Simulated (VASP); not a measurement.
# H10CO5 in VASP: further runs

Runs on H10CO5. Level: PBE+D3(BJ). Tasks: single point.

Program: VASP 6.6.1. These are calculated values, not measurements. Logs are shortened: lines on timing, memory, paths and dates and some standing lists are left out, and cuts for length are marked.

**1. The cell of the first run**

The cell holds a disordered packing, 16 atoms: a = 5.657 Å, b = 5.657 Å, c = 5.657 Å, α = 90.00°, β = 90.00°, γ = 90.00°.

**2. Single point, PBE+D3(BJ)**

The input, INCAR:

```
PREC = Accurate
ENCUT = 1000
EDIFF = 1E-6
ISMEAR = -1
SIGMA = 0.05
LREAL = Auto
LASPH = True
NELM = 120
ALGO = Normal
ISIF = 2
LWAVE = False
LCHARG = False
GGA = PE
IVDW = 12
NBANDS = 36
GGA_COMPAT = False
```

The input, KPOINTS:

```
regular mesh
0
Gamma
  1 1 1
```

The input, POSCAR:

```
H10CO5
1.0
    5.6566530000      0.0000000000      0.0000000000
    0.0000000000      5.6566530000      0.0000000000
    0.0000000000      0.0000000000      5.6566530000
O H C
5 10 1
Direct
    0.4903252860      0.8706385207      0.0298940027
    0.5674733805      0.3285158202      0.8195835948
   -0.0499058365      0.5955818750      0.9024771362
    0.0358162327      1.1590599600      0.0981145564
    0.1172424754      0.9778220442      0.5174084392
    0.6088759554      0.7883283631     -0.0643490064
    0.5732541841      1.0245104305      0.0224691173
    0.5733779321      0.3318570186      0.6475383942
    0.7133370210      0.4129827302      0.8733433004
    0.0091750369      0.7277625126      0.9957478389
    0.0537950622      0.4593175505      0.9563959465
    0.1867712232      1.0962489656      0.0375487059
    0.0724103105      1.2128373439      0.2585451149
    0.4587695232      0.8691535436      0.4331713471
    0.2022574126      0.6467428707      0.5333189078
    0.2775669641      0.8352642455      0.4982981986
```

Potentials or basis: VASP PAW PBE potentials, release 64 (O_h, H_h, C_h).

On the command line:

```console
$ cat potpaw_PBE.64/O_h/POTCAR potpaw_PBE.64/H_h/POTCAR potpaw_PBE.64/C_h/POTCAR > POTCAR
$ mpirun -np 1 vasp_gam > vasp.out
```

OUTCAR:

```text
PREC = Accurate
   ENCUT = 1000
   EDIFF = 1E-6
   ISMEAR = -1
   LREAL = Auto
   LASPH = True
   NELM = 120
   ISIF = 2
   GGA = PE
   IVDW = 12
 IVDW          = 12

 ion  position               nearest neighbor table
   1  0.490  0.871  0.030-   6 0.98   7 0.99
   2  0.567  0.329  0.820-   8 0.97   9 1.00
   3  0.950  0.596  0.902-  10 0.97  11 1.02
   4  0.036  0.159  0.098-  13 0.98  12 0.99
   5  0.117  0.978  0.517-  16 1.22
   6  0.609  0.788  0.936-   1 0.98
   7  0.573  0.025  0.022-   1 0.99
   8  0.573  0.332  0.648-   2 0.97
   9  0.713  0.413  0.873-   2 1.00
  10  0.009  0.728  0.996-   3 0.97
  11  0.054  0.459  0.956-   3 1.02
  12  0.187  0.096  0.038-   4 0.99
  13  0.072  0.213  0.259-   4 0.98
  14  0.459  0.869  0.433-  16 1.11
  15  0.202  0.647  0.533-  16 1.17
  16  0.278  0.835  0.498-  14 1.11  15 1.17   5 1.22

  LATTYP: Found a simple cubic cell.
 ALAT       =     5.6566530000

  Lattice vectors:

 A1 = (   5.6566530000,   0.0000000000,   0.0000000000)
 A2 = (   0.0000000000,   5.6566530000,   0.0000000000)
 A3 = (   0.0000000000,   0.0000000000,   5.6566530000)

Analysis of symmetry for initial positions (statically):
=====================================================================
 Subroutine PRICEL returns:
 Original cell was already a primitive cell.

 Routine SETGRP: Setting up the symmetry group for a
 simple cubic supercell.

 Subroutine GETGRP returns: Found  1 space group operations
 (whereof  1 operations were pure point group operations)
 out of a pool of 48 trial point group operations.

The static configuration has the point symmetry C_1 .

Analysis of symmetry for dynamics (positions and initial velocities):
=====================================================================
 Subroutine PRICEL returns:
 Original cell was already a primitive cell.

 Routine SETGRP: Setting up the symmetry group for a
 simple cubic supercell.

 Subroutine GETGRP returns: Found  1 space group operations
 (whereof  1 operations were pure point group operations)
 out of a pool of 48 trial point group operations.

The dynamic configuration has the point symmetry C_1 .

 Subroutine INISYM returns: Found  1 space group operations
 (whereof  1 operations are pure point group operations),
 and found     1 'primitive' translations

----------------------------------------------------------------------------------------

                                     Primitive cell

  volume of cell :     181.0000

  direct lattice vectors                    reciprocal lattice vectors
     5.656653000  0.000000000  0.000000000     0.176782985  0.000000000  0.000000000
     0.000000000  5.656653000  0.000000000     0.000000000  0.176782985  0.000000000
     0.000000000  0.000000000  5.656653000     0.000000000  0.000000000  0.176782985

  length of vectors
     5.656653000  5.656653000  5.656653000     0.176782985  0.176782985  0.176782985

  position of ions in fractional coordinates (direct lattice)
     0.490325286  0.870638521  0.029894003
     0.567473380  0.328515820  0.819583595
     0.950094163  0.595581875  0.902477136
     0.035816233  0.159059960  0.098114556
     0.117242475  0.977822044  0.517408439
     0.608875955  0.788328363  0.935650994
[... 8 lines left out ...]
     0.202257413  0.646742871  0.533318908
     0.277566964  0.835264245  0.498298199

  ion indices of the primitive-cell ions
   primitive index   ion index
                 1           1
                 2           2
                 3           3
                 4           4
                 5           5
                 6           6
[... 8 lines left out ...]
                15          15
                16          16

----------------------------------------------------------------------------------------

 KPOINTS: regular mesh

Automatic generation of k-mesh.
 Grid dimensions read from file:
 generate k-points for:    1    1    1

 Generating k-lattice:

  Cartesian coordinates                     Fractional coordinates (reciprocal lattice)
     0.176782985  0.000000000  0.000000000     1.000000000  0.000000000  0.000000000
     0.000000000  0.176782985  0.000000000     0.000000000  1.000000000  0.000000000
     0.000000000  0.000000000  0.176782985     0.000000000  0.000000000  1.000000000

  Length of vectors
     0.176782985  0.176782985  0.176782985

  Shift w.r.t. Gamma in fractional coordinates (k-lattice)
     0.000000000  0.000000000  0.000000000

 Subroutine IBZKPT returns following result:
 ===========================================

 Found      1 irreducible k-points:

 Following reciprocal coordinates:
            Coordinates               Weight
  0.000000  0.000000  0.000000      1.000000
   k-points           NKPTS =      1   k-points in BZ     NKDIM =      1   number of bands    NBANDS=     36
   number of dos      NEDOS =    301   number of ions     NIONS =     16
   total plane-waves  NPLWV = 216000
   dimension x,y,z NGX =    60 NGY =   60 NGZ =   60
   dimension x,y,z NGXF=   120 NGYF=  120 NGZF=  120
   ions per type =               5  10   1
   NGX,Y,Z   is equivalent  to a cutoff of  17.63, 17.63, 17.63 a.u.
   NGXF,Y,Z  is equivalent  to a cutoff of  35.27, 35.27, 35.27 a.u.
 SYSTEM =  unknown system
   PREC   = accura    normal or accurate (medium, high low for compatibility)
   ISTART =      0    job   : 0-new  1-cont  2-samecut
   ICHARG =      2    charge: 1-file 2-atom 10-const
   ISPIN  =      1    spin polarized calculation?
   LNONCOLLINEAR =      F non collinear calculations
   LSORBIT =      F    spin-orbit coupling
   LASPH  =      T    aspherical Exc in radial PAW
   ENCUT  = 1000.0 eV  73.50 Ry    8.57 a.u.  14.59 14.59 14.59*2*pi/ulx,y,z
   NELM   =    120;   NELMIN=  2; NELMDL= -5     # of ELM steps
   EDIFF  = 0.1E-05   stopping-criterion for ELM
   LREAL  =      T    real-space projection
   EDIFFG = 0.1E-04   stopping-criterion for IOM
   NSW    =      0    number of steps for IOM
   IBRION =     -1    ionic relax: 0-MD 1-quasi-New 2-CG
   NFREE  =      0    steps in history (QN), initial steepest desc. (CG)
   ISIF   =      2    stress and relaxation
   ISYM   =      2    0-nonsym 1-usesym 2-fastsym
   POTIM  = 0.5000    time-step for ionic-motion
   TEBEG  =    0.0;   TEEND  =   0.0 temperature during run
   PSTRESS=    0.0 pullay stress
   NELECT =      44.0000    total number of electrons
   NUPDOWN=      -1.0000    fix difference up-down
   EMIN   =  10.00;   EMAX   =-10.00  energy-range for DOS
   EFERMI =   0.00;   METHOD = LEGACY
   ISMEAR =    -1;   SIGMA  =   0.05  broadening in eV -4-tet -1-fermi 0-gaus
   EFERMI_NEDOS =   21; number of points for ismear=-14 and -15
   IALGO  =     38    algorithm
   IMIX   =      4    mixing-type and parameters
     AMIX     =   0.40;   BMIX     =  1.00
     AMIX_MAG =   1.60;   BMIX_MAG =  1.00
  volume/ion in A,a.u.               =      11.31        76.34
  Fermi-wavevector in a.u.,A,eV,Ry     =   1.021722  1.930775 14.203344  1.043916
  Thomas-Fermi vector in A             =   2.155362
   LORBIT       =      0    0 simple, 1 ext, 2 COOP (PROOUT), +10 PAW based schemes
   GGA     = PE    functional components
   LHFCALC =     F    Hartree Fock is set to
   AEXX    =    0.0000 exact exchange contribution
   IVDW    =    12    specifies the selected vdW correction
   LEPSILON=     F    determine dielectric tensor
   LRPA    =     F    only Hartree local field effects (RPA)
 non-spin polarized calculation
  energy-cutoff  :     1000.00
  volume of cell :      181.00
 maximum number of plane-waves:      6519
 NGX is ok and might be reduce to    60
   NGX = 29   NGY = 29   NGZ = 29

 number of electron      44.0000001 magnetization

 Free energy of the ion-electron system (eV)
  ---------------------------------------------------
  ext. energy  EPLUGINS =         0.00000000
  ---------------------------------------------------
  free energy    TOTEN  =       -80.31690769 eV

  energy without entropy =      -80.31690769  energy(sigma->0) =      -80.31690769

 E-fermi :  -1.6654     XC(G=0):  -6.6026

 val. band max:       -2.8752923989   @ k =   0.0000   0.0000   0.0000
 cond. band min:       0.9396099022   @ k =   0.0000   0.0000   0.0000
 fundamental gap:      3.8149023011
 Fermi energy:        -1.6654252194

 k-point     1 :       0.0000    0.0000    0.0000
  band No.  band energies     occupation
      1     -23.3003      2.00000
      2     -22.2059      2.00000
      3     -21.8888      2.00000
      4     -21.7425      2.00000
      5     -21.2733      2.00000
      6     -12.0082      2.00000
[... 26 lines left out ...]
     33       7.7801      0.00000
     34       8.0612      0.00000
 [bands above 34 left out]

------------------------ aborting loop because EDIFF is reached ----------------------------------------

 Edisp (eV)   -0.54731

 E8    (eV) :    -0.1165

  FORCE on cell =-STRESS in cart. coord.  units (eV):
  Direction    XX          YY          ZZ          XY          YZ          ZX
  --------------------------------------------------------------------------------------
  -------------------------------------------------------------------------------------
  Total      -3.33276    -0.19351    -0.53187    -1.09034    -0.18981     0.67810
  in kB     -29.50099    -1.71288    -4.70801    -9.65149    -1.68012     6.00238
  external pressure =      -11.97 kB  Pullay stress =        0.00 kB

 VOLUME and BASIS-vectors are now :
 -----------------------------------------------------------------------------
  energy-cutoff  :     1000.00
  volume of cell :      181.00
      direct lattice vectors                 reciprocal lattice vectors
     5.656653000  0.000000000  0.000000000     0.176782985  0.000000000  0.000000000
     0.000000000  5.656653000  0.000000000     0.000000000  0.176782985  0.000000000
     0.000000000  0.000000000  5.656653000     0.000000000  0.000000000  0.176782985

 POSITION                                       TOTAL-FORCE (eV/Angst)
 -----------------------------------------------------------------------------------
      2.77360      4.92490      0.16910         0.663175      0.746513     -0.179689
      3.21000      1.85830      4.63610         0.301523      0.131176      0.009444
      5.37435      3.36900      5.10500         1.064466     -0.614742      0.406428
      0.20260      0.89975      0.55500         0.566996      0.331508     -0.400739
      0.66320      5.53120      2.92680         0.838027      0.951235      0.037063
      3.44420      4.45930      5.29265        -0.266718     -0.845989      0.002839
[... 8 lines left out ...]
      1.14410      3.65840      3.01680         1.413877      0.452192     -0.252757
      1.57010      4.72480      2.81870        -2.308656     -1.623492      0.452653
 -----------------------------------------------------------------------------------
    total drift:                                0.003501      0.002072     -0.002544

  FREE ENERGIE OF THE ION-ELECTRON SYSTEM (eV)
  ---------------------------------------------------
  free  energy   TOTEN  =       -80.8642195808 eV

  energy  without entropy=      -80.8642195807  energy(sigma->0) =      -80.86421958
```

Wall time 35 s (1 thread of Intel Xeon Platinum 8488C (Sapphire Rapids), shared host); peak memory 0.43 GiB.

Results:

```yaml
Free_energy: -80.8642 eV
Pressure: -1.2 GPa
Largest_force: 2.858 eV/Å
Dispersion_energy_per_atom: -0.034 eV
```

Forces in eV/Å, atoms in the order of the input:
```
O    0.663  0.747 -0.180
O    0.302  0.131  0.009
O    1.064 -0.615  0.406
O    0.567  0.332 -0.401
O    0.838  0.951  0.037
H   -0.267 -0.846  0.003
H   -0.619  0.149  0.054
H    0.054 -0.037  0.412
H   -0.573 -0.152 -0.430
H   -0.115  0.105 -0.125
H   -0.945  0.661 -0.370
H   -0.304  0.092  0.193
H   -0.007 -0.475 -0.076
H    0.236  0.130  0.267
H    1.414  0.452 -0.253
C   -2.309 -1.623  0.453
```

Stress tensor (GPa, compression positive):
```
-2.95 -0.97  0.60
-0.97 -0.17 -0.17
 0.60 -0.17 -0.47
```

Levels at points of the mesh, in eV from the Fermi level:
| k point | band 18 | band 19 | band 20 | band 21 | band 22 | band 23 | band 24 | band 25 | band 26 | band 27 |
| --- | --- | --- | --- | --- | --- | --- | --- | --- | --- | --- |
| (0.00, 0.00, 0.00) | -2.67 | -2.36 | -2.16 | -1.90 | -1.21 | 2.61 | 3.06 | 6.00 | 6.84 | 7.27 |

Caveat: the k points lie up to 1.11 Å⁻¹ apart, too coarse for converged energies, forces and pressures.

(Part 1 of 2 ends here.)
